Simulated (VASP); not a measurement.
# Re (P6_3/mmc) in VASP: a series of runs, part 2 of 3

VASP 6.6.1.

## Step 3: Single point, LDA

This run uses another cell than the first one, of 14.00 Å³/atom, 1.011 times its volume.

Input file INCAR:

```
PREC = Accurate ; ENCUT = 600
EDIFF = 1E-6 ; ISMEAR = -1
SIGMA = 0.08 ; LREAL = F
LASPH = T ; NELM = 120
ALGO = Normal ; ISIF = 2
LWAVE = F ; LCHARG = F
GGA = CA ; NBANDS = 14
GGA_COMPAT = F
```

Input file KPOINTS:

```
regular mesh
0
Gamma
  20 20 12
```

Input file POSCAR:

```
Re
1.0
    2.7166928993      0.0000000000      0.0000000000
   -1.3583464497      2.3527250651      0.0000000000
    0.0000000000      0.0000000000      4.3808395061
Re
2
Direct
    0.3333333333      0.6666666667      0.2500000000
    0.6666666667      0.3333333333      0.7500000000
```

Potentials or basis: VASP PAW LDA potentials, release 64 (Re).

Command:

```
$ cat potpaw_LDA.64/Re/POTCAR > POTCAR
$ mpirun -np 1 vasp_std > vasp.out
```

OUTCAR:

```text
PREC = Accurate
   ENCUT = 600
   EDIFF = 1E-6
   ISMEAR = -1
   LREAL = F
   LASPH = T
   NELM = 120
   ISIF = 2
   GGA = CA

 ion  position               nearest neighbor table
   1  0.333  0.667  0.250-   2 2.69   2 2.69   2 2.69   2 2.69   2 2.69   2 2.69
   2  0.667  0.333  0.750-   1 2.69   1 2.69   1 2.69   1 2.69   1 2.69   1 2.69

  LATTYP: Found a hexagonal cell.
 ALAT       =     2.7166928993
 C/A-ratio  =     1.6125633881

  Lattice vectors:

 A1 = (   2.7166928993,   0.0000000000,   0.0000000000)
 A2 = (  -1.3583464497,   2.3527250651,   0.0000000000)
 A3 = (   0.0000000000,   0.0000000000,   4.3808395061)

Analysis of symmetry for initial positions (statically):
=====================================================================
 Subroutine PRICEL returns:
 Original cell was already a primitive cell.

 Routine SETGRP: Setting up the symmetry group for a
 hexagonal supercell.

 Subroutine GETGRP returns: Found 24 space group operations
 (whereof 12 operations were pure point group operations)
 out of a pool of 24 trial point group operations.

The static configuration has the point symmetry D_3d.
 The point group associated with its full space group is D_6h.

Analysis of symmetry for dynamics (positions and initial velocities):
=====================================================================
 Subroutine PRICEL returns:
 Original cell was already a primitive cell.

 Routine SETGRP: Setting up the symmetry group for a
 hexagonal supercell.

 Subroutine GETGRP returns: Found 24 space group operations
 (whereof 12 operations were pure point group operations)
 out of a pool of 24 trial point group operations.

The dynamic configuration has the point symmetry D_3d.
 The point group associated with its full space group is D_6h.

 Subroutine INISYM returns: Found 24 space group operations
 (whereof 12 operations are pure point group operations),
 and found     1 'primitive' translations

----------------------------------------------------------------------------------------

                                     Primitive cell

  volume of cell :      28.0007

  direct lattice vectors                    reciprocal lattice vectors
     2.716692899  0.000000000  0.000000000     0.368094605  0.212519519  0.000000000
    -1.358346450  2.352725065  0.000000000     0.000000000  0.425039039  0.000000000
     0.000000000  0.000000000  4.380839506     0.000000000  0.000000000  0.228266751

  length of vectors
     2.716692899  2.716692899  4.380839506     0.425039039  0.425039039  0.228266751

  position of ions in fractional coordinates (direct lattice)
     0.333333333  0.666666667  0.250000000
     0.666666667  0.333333333  0.750000000

  ion indices of the primitive-cell ions
   primitive index   ion index
                 1           1
                 2           2

----------------------------------------------------------------------------------------

 KPOINTS: regular mesh

Automatic generation of k-mesh.
 Grid dimensions read from file:
 generate k-points for:   20   20   12

 Generating k-lattice:

  Cartesian coordinates                     Fractional coordinates (reciprocal lattice)
     0.018404730  0.010625976  0.000000000     0.050000000  0.000000000  0.000000000
     0.000000000  0.021251952  0.000000000     0.000000000  0.050000000  0.000000000
     0.000000000  0.000000000  0.019022229     0.000000000  0.000000000  0.083333333

  Length of vectors
     0.021251952  0.021251952  0.019022229

  Shift w.r.t. Gamma in fractional coordinates (k-lattice)
     0.000000000  0.000000000  0.000000000

 Subroutine IBZKPT returns following result:
 ===========================================

 Found    308 irreducible k-points:

 Following reciprocal coordinates:
            Coordinates               Weight
  0.000000  0.000000  0.000000      1.000000
  0.050000  0.000000  0.000000      6.000000
  0.100000 -0.000000  0.000000      6.000000
  0.150000 -0.000000  0.000000      6.000000
  0.200000 -0.000000  0.000000      6.000000
  0.250000  0.000000  0.000000      6.000000
[... 16 lines left out ...]
  0.200000  0.100000  0.000000     12.000000
  0.250000  0.100000  0.000000     12.000000
 [... further k-points ...]
   k-points           NKPTS =    308   k-points in BZ     NKDIM =    308   number of bands    NBANDS=     14
   number of dos      NEDOS =    301   number of ions     NIONS =      2
   total plane-waves  NPLWV =  20736
   dimension x,y,z NGX =    24 NGY =   24 NGZ =   36
   dimension x,y,z NGXF=    48 NGYF=   48 NGZF=   72
   ions per type =               2
   NGX,Y,Z   is equivalent  to a cutoff of  14.69, 14.69, 13.66 a.u.
   NGXF,Y,Z  is equivalent  to a cutoff of  29.37, 29.37, 27.32 a.u.
 SYSTEM =  unknown system
   PREC   = accura    normal or accurate (medium, high low for compatibility)
   ISTART =      0    job   : 0-new  1-cont  2-samecut
   ICHARG =      2    charge: 1-file 2-atom 10-const
   ISPIN  =      1    spin polarized calculation?
   LNONCOLLINEAR =      F non collinear calculations
   LSORBIT =      F    spin-orbit coupling
   LASPH  =      T    aspherical Exc in radial PAW
   ENCUT  =  600.0 eV  44.10 Ry    6.64 a.u.   5.43  5.43  8.75*2*pi/ulx,y,z
   NELM   =    120;   NELMIN=  2; NELMDL= -5     # of ELM steps
   EDIFF  = 0.1E-05   stopping-criterion for ELM
   LREAL  =      F    real-space projection
   EDIFFG = 0.1E-04   stopping-criterion for IOM
   NSW    =      0    number of steps for IOM
   IBRION =     -1    ionic relax: 0-MD 1-quasi-New 2-CG
   NFREE  =      0    steps in history (QN), initial steepest desc. (CG)
   ISIF   =      2    stress and relaxation
   ISYM   =      2    0-nonsym 1-usesym 2-fastsym
   POTIM  = 0.5000    time-step for ionic-motion
   TEBEG  =    0.0;   TEEND  =   0.0 temperature during run
   PSTRESS=    0.0 pullay stress
   NELECT =      14.0000    total number of electrons
   NUPDOWN=      -1.0000    fix difference up-down
   EMIN   =  10.00;   EMAX   =-10.00  energy-range for DOS
   EFERMI =   0.00;   METHOD = LEGACY
   ISMEAR =    -1;   SIGMA  =   0.08  broadening in eV -4-tet -1-fermi 0-gaus
   EFERMI_NEDOS =   21; number of points for ismear=-14 and -15
   IALGO  =     38    algorithm
   IMIX   =      4    mixing-type and parameters
     AMIX     =   0.40;   BMIX     =  1.00
     AMIX_MAG =   1.60;   BMIX_MAG =  1.00
  volume/ion in A,a.u.               =      14.00        94.48
  Fermi-wavevector in a.u.,A,eV,Ry     =   1.299355  2.455425 22.971034  1.688323
  Thomas-Fermi vector in A             =   2.430624
   LORBIT       =      0    0 simple, 1 ext, 2 COOP (PROOUT), +10 PAW based schemes
   GGA     = CA    functional components
   LHFCALC =     F    Hartree Fock is set to
   AEXX    =    0.0000 exact exchange contribution
   IVDW    =     0    specifies the selected vdW correction
   LEPSILON=     F    determine dielectric tensor
   LRPA    =     F    only Hartree local field effects (RPA)
 non-spin polarized calculation
  energy-cutoff  :      600.00
  volume of cell :       28.00
 maximum number of plane-waves:       966
 NGX is ok and might be reduce to    24
   NGX = 11   NGY = 11   NGZ = 17

 number of electron      14.0000001 magnetization

 Free energy of the ion-electron system (eV)
  ---------------------------------------------------
  ext. energy  EPLUGINS =         0.00000000
  ---------------------------------------------------
  free energy    TOTEN  =       -27.51894505 eV

  energy without entropy =      -27.48677130  energy(sigma->0) =      -27.50285817

 E-fermi :   8.4890     XC(G=0): -14.1109

 val. band max:        8.4747677353   @ k =   0.3500   0.2500   0.4167
 cond. band min:       8.4900266187   @ k =   0.3000   0.3000   0.5000
 fundamental gap:      0.0152588834
 Fermi energy:         8.4890004274

 k-point     1 :       0.0000    0.0000    0.0000
  band No.  band energies     occupation
      1      -1.6452      2.00000
      2       1.5066      2.00000
      3       6.7442      2.00000
      4       6.7442      2.00000
      5       6.7718      2.00000
      6       7.6551      1.99994
      7       7.6551      1.99994
      8       8.6374      0.27051
      9       8.6374      0.27051
     10       9.3701      0.00003
     11      12.0700      0.00000
     12      12.0700      0.00000
     13      19.2129      0.00000
     14      22.7511      0.00000
[... 377 lines left out ...]
      1       1.6165      2.00000
      2       3.1819      2.00000
      3       4.1480      2.00000
      4       5.0721      2.00000
      5       6.5212      2.00000
      6       6.7414      2.00000
      7       7.8009      1.99963
      8       9.4627      0.00001
      9      10.5052      0.00000
     10      11.4956      0.00000
     11      12.8184      0.00000
     12      18.4483      0.00000
     13      19.4587      0.00000
     14      22.5253      0.00000

 [... further k-points ...]
[... 5 lines left out ...]
  --------------------------------------------------------------------------------------
  -------------------------------------------------------------------------------------
  Total        2.1206183      2.1206183      2.0882544     -0.0000000      0.0000000      0.0000000
  in kB      121.3400085    121.3400085    119.4881734     -0.0000000      0.0000000      0.0000000
  external PRESSURE =     120.7227301 kB  Pullay stress =       0.0000000 kB

 VOLUME and BASIS-vectors are now :
 -----------------------------------------------------------------------------
  energy-cutoff  :      600.00
  volume of cell :       28.00
      direct lattice vectors                 reciprocal lattice vectors
     2.716692899  0.000000000  0.000000000     0.368094605  0.212519519  0.000000000
    -1.358346450  2.352725065  0.000000000     0.000000000  0.425039039  0.000000000
     0.000000000  0.000000000  4.380839506     0.000000000  0.000000000  0.228266751

 POSITION                                       TOTAL-FORCE (eV/Angst)
 -----------------------------------------------------------------------------------
     -0.00000      1.56848      1.09521         0.000000      0.000000      0.000000
      1.35835      0.78424      3.28563        -0.000000      0.000000      0.000000
 -----------------------------------------------------------------------------------
    total drift:                               -0.000000      0.000000     -0.000000

  FREE ENERGIE OF THE ION-ELECTRON SYSTEM (eV)
  ---------------------------------------------------
  free  energy   TOTEN  =       -27.5189450510 eV

  energy  without entropy=      -27.4867712969  energy(sigma->0) =      -27.50285817
```

OSZICAR:

```text
N       E                     dE             d eps       ncg     rms          rms(c)
DAV:   1     0.117708976241E+03    0.11771E+03   -0.63531E+03  9478   0.115E+03
DAV:   2    -0.209349904202E+02   -0.13864E+03   -0.11941E+03 13230   0.407E+02
DAV:   3    -0.287932700306E+02   -0.78583E+01   -0.69490E+01 14642   0.129E+02
DAV:   4    -0.289092419996E+02   -0.11597E+00   -0.11544E+00 12366   0.941E+00
DAV:   5    -0.289098142770E+02   -0.57228E-03   -0.57217E-03 14478   0.129E+00    0.466E+01
DAV:   6    -0.278784084949E+02    0.10314E+01   -0.73879E-01 14830   0.140E+01    0.207E+01
DAV:   7    -0.275291724082E+02    0.34924E+00   -0.53302E-01 14876   0.115E+01    0.471E-01
DAV:   8    -0.275201077410E+02    0.90647E-02   -0.49047E-03 13370   0.592E-01    0.142E-01
DAV:   9    -0.275189358107E+02    0.11719E-02   -0.47313E-04 12764   0.212E-01    0.501E-02
DAV:  10    -0.275189463032E+02   -0.10492E-04   -0.50025E-05 13874   0.549E-02    0.208E-02
DAV:  11    -0.275189450557E+02    0.12475E-05   -0.46297E-07  8770   0.113E-02    0.247E-03
DAV:  12    -0.275189450510E+02    0.46277E-08   -0.14462E-07  6778   0.861E-03
   1 F= -.27518945E+02 E0= -.27502858E+02  d E =-.321738E-01
```

stdout:

```text
POSCAR found type information on POSCAR Re
 POSCAR found :  1 types and       2 ions
 scaLAPACK will be used
 LDA part: xc-table for (Slater(with rela. corr.)+CA(PZ))
 , standard interpolation
 POSCAR, INCAR and KPOINTS ok, starting setup
 FFT: planning ... GRIDC
 FFT: planning ... GRID_SOFT
 FFT: planning ... GRID
 WAVECAR not read
 entering main loop
```

Wall time 48 s (1 thread of Intel Xeon 6975P-C (Granite Rapids), shared host); peak memory 0.25 GiB.

Results:

| Property | Result |
| --- | --- |
| Free energy | -27.5189 eV |
| Pressure | 12.1 GPa |
| Band gap on the k mesh | zero (band 7 reaches 10.39 eV, above the bottom of band 8 at 6.60 eV) |

Caveat: spin-orbit coupling is left out, which moves the levels of the heavy elements.

## Step 4: Single point, LDA

This run uses another cell than the first one, of 14.10 Å³/atom, 1.018 times its volume.

Input file INCAR:

```
SYSTEM = Re
ALGO = Normal ; EDIFF = 1E-6
ENCUT = 600 ; GGA_COMPAT = .FALSE.
ISIF = 2 ; ISMEAR = -1
LASPH = .TRUE. ; LCHARG = .TRUE.
LELF = .TRUE. ; LREAL = .FALSE.
LVHAR = .TRUE. ; LWAVE = .FALSE.
NBANDS = 14 ; NELM = 120
PREC = Accurate ; SIGMA = 0.08
```

Input file KPOINTS:

```
k-points
0
G
  20 20 12
  0 0 0
```

Input file POSCAR:

```
Re
1.0
    2.7229246382      0.0000000000      0.0000000000
   -1.3614623191      2.3581219093      0.0000000000
    0.0000000000      0.0000000000      4.3907573671
Re
2
Direct
    0.3333333333      0.6666666667      0.2500000000
    0.6666666667      0.3333333333      0.7500000000
```

Potentials or basis: VASP PAW LDA potentials, release 64 (Re).

Command:

```
$ cat potpaw_LDA.64/Re/POTCAR > POTCAR
$ mpirun -np 1 vasp_std > vasp.out
```

OUTCAR:

```text
SYSTEM = Re
   EDIFF = 1E-6
   ENCUT = 600
   ISIF = 2
   ISMEAR = -1
   LASPH = .TRUE.
   LREAL = .FALSE.
   NELM = 120
   PREC = Accurate

 ion  position               nearest neighbor table
   1  0.333  0.667  0.250-   2 2.70   2 2.70   2 2.70   2 2.70   2 2.70   2 2.70
   2  0.667  0.333  0.750-   1 2.70   1 2.70   1 2.70   1 2.70   1 2.70   1 2.70

  LATTYP: Found a hexagonal cell.
 ALAT       =     2.7229246382
 C/A-ratio  =     1.6125151998

  Lattice vectors:

 A1 = (   2.7229246382,   0.0000000000,   0.0000000000)
 A2 = (  -1.3614623191,   2.3581219093,   0.0000000000)
 A3 = (   0.0000000000,   0.0000000000,   4.3907573671)

Analysis of symmetry for initial positions (statically):
=====================================================================
 Subroutine PRICEL returns:
 Original cell was already a primitive cell.

 Routine SETGRP: Setting up the symmetry group for a
 hexagonal supercell.

 Subroutine GETGRP returns: Found 24 space group operations
 (whereof 12 operations were pure point group operations)
 out of a pool of 24 trial point group operations.

The static configuration has the point symmetry D_3d.
 The point group associated with its full space group is D_6h.

[... 169 lines left out ...]
  band No.  band energies     occupation
      1      -1.6885      2.00000
      2       1.4696      2.00000
      3       6.6742      2.00000
      4       6.6742      2.00000
      5       6.7011      2.00000
      6       7.5751      1.99993
      7       7.5751      1.99993
      8       8.5477      0.26860
      9       8.5477      0.26860
     10       9.2618      0.00004
     11      11.9475      0.00000
     12      11.9475      0.00000
     13      19.0285      0.00000
     14      22.6542      0.00000
[... 377 lines left out ...]
      1       1.5550      2.00000
      2       3.1401      2.00000
      3       4.0981      2.00000
      4       5.0098      2.00000
      5       6.4530      2.00000
      6       6.6667      2.00000
      7       7.7153      1.99961
      8       9.3655      0.00001
      9      10.3981      0.00000
     10      11.3756      0.00000
     11      12.6849      0.00000
     12      18.2716      0.00000
     13      19.2790      0.00000
     14      22.3304      0.00000

 [... further k-points ...]
[... 5 lines left out ...]
  --------------------------------------------------------------------------------------
  -------------------------------------------------------------------------------------
  Total        1.5838747      1.5838747      1.5507783      0.0000000      0.0000000      0.0000000
  in kB       90.0098585     90.0098585     88.1290314      0.0000000      0.0000000      0.0000000
  external PRESSURE =      89.3829161 kB  Pullay stress =       0.0000000 kB

 VOLUME and BASIS-vectors are now :
 -----------------------------------------------------------------------------
  energy-cutoff  :      600.00
  volume of cell :       28.19
      direct lattice vectors                 reciprocal lattice vectors
     2.722924638  0.000000000  0.000000000     0.367252177  0.212033143  0.000000000
    -1.361462319  2.358121909  0.000000000     0.000000000  0.424066286  0.000000000
     0.000000000  0.000000000  4.390757367     0.000000000  0.000000000  0.227751141

 POSITION                                       TOTAL-FORCE (eV/Angst)
 -----------------------------------------------------------------------------------
     -0.00000      1.57208      1.09769         0.000000      0.000000      0.000000
      1.36146      0.78604      3.29307        -0.000000      0.000000      0.000000
 -----------------------------------------------------------------------------------
    total drift:                               -0.000000      0.000000     -0.000000

  FREE ENERGIE OF THE ION-ELECTRON SYSTEM (eV)
  ---------------------------------------------------
  free  energy   TOTEN  =       -27.5315858617 eV

  energy  without entropy=      -27.4991117232  energy(sigma->0) =      -27.51534879
```

OSZICAR:

```text
N       E                     dE             d eps       ncg     rms          rms(c)
DAV:   1     0.118333269826E+03    0.11833E+03   -0.63798E+03  9438   0.115E+03
DAV:   2    -0.207921683540E+02   -0.13913E+03   -0.12016E+03 13196   0.408E+02
DAV:   3    -0.288112222042E+02   -0.80191E+01   -0.70805E+01 14706   0.129E+02
DAV:   4    -0.289340416342E+02   -0.12282E+00   -0.12159E+00 12310   0.964E+00
DAV:   5    -0.289346505801E+02   -0.60895E-03   -0.60880E-03 14560   0.131E+00    0.461E+01
DAV:   6    -0.278906752358E+02    0.10440E+01   -0.76324E-01 14810   0.142E+01    0.203E+01
DAV:   7    -0.275419956250E+02    0.34868E+00   -0.53866E-01 14890   0.116E+01    0.455E-01
DAV:   8    -0.275327455399E+02    0.92501E-02   -0.49080E-03 13326   0.597E-01    0.145E-01
DAV:   9    -0.275315769200E+02    0.11686E-02   -0.46579E-04 12844   0.209E-01    0.494E-02
DAV:  10    -0.275315869729E+02   -0.10053E-04   -0.48388E-05 13940   0.547E-02    0.209E-02
DAV:  11    -0.275315858639E+02    0.11090E-05   -0.42713E-07  8726   0.107E-02    0.239E-03
DAV:  12    -0.275315858617E+02    0.22017E-08   -0.14749E-07  6688   0.902E-03
   1 F= -.27531586E+02 E0= -.27515349E+02  d E =-.324741E-01
```

It took 58 s on 1 thread of Intel Xeon 6975P-C (Granite Rapids), shared host; peak memory 0.25 GiB.

Results:

- Free energy: -27.5316 eV
- Pressure: 8.9 GPa
- Band gap on the k mesh: zero (band 7 reaches 10.28 eV, above the bottom of band 8 at 6.54 eV)

Stress tensor (GPa, compression positive):
```
9.00 0.00 0.00
0.00 9.00 0.00
0.00 0.00 8.81
```

Levels at points of the mesh, in eV from the Fermi level:
```
           k point  band 3  band 4  band 5  band 6  band 7  band 8  band 9  band 10  band 11  band 12
(0.00, 0.00, 0.00)   -1.72   -1.72   -1.70   -0.82   -0.82    0.15    0.15     0.86     3.55     3.55
(0.50, 0.00, 0.00)   -5.56   -2.11   -1.67   -1.41   -0.61    4.21    4.67     4.79     6.48     7.53
(0.00, 0.00, 0.50)   -2.48   -2.48   -1.86   -1.86   -1.86   -1.86    2.69     2.69     2.69     2.69
(0.50, 0.00, 0.50)   -4.36   -4.36    0.38    0.38    1.11    1.11    4.54     4.54     5.10     5.10
```

Caveat: spin-orbit coupling is left out, which moves the levels of the heavy elements.

[end of part 2 of 3]
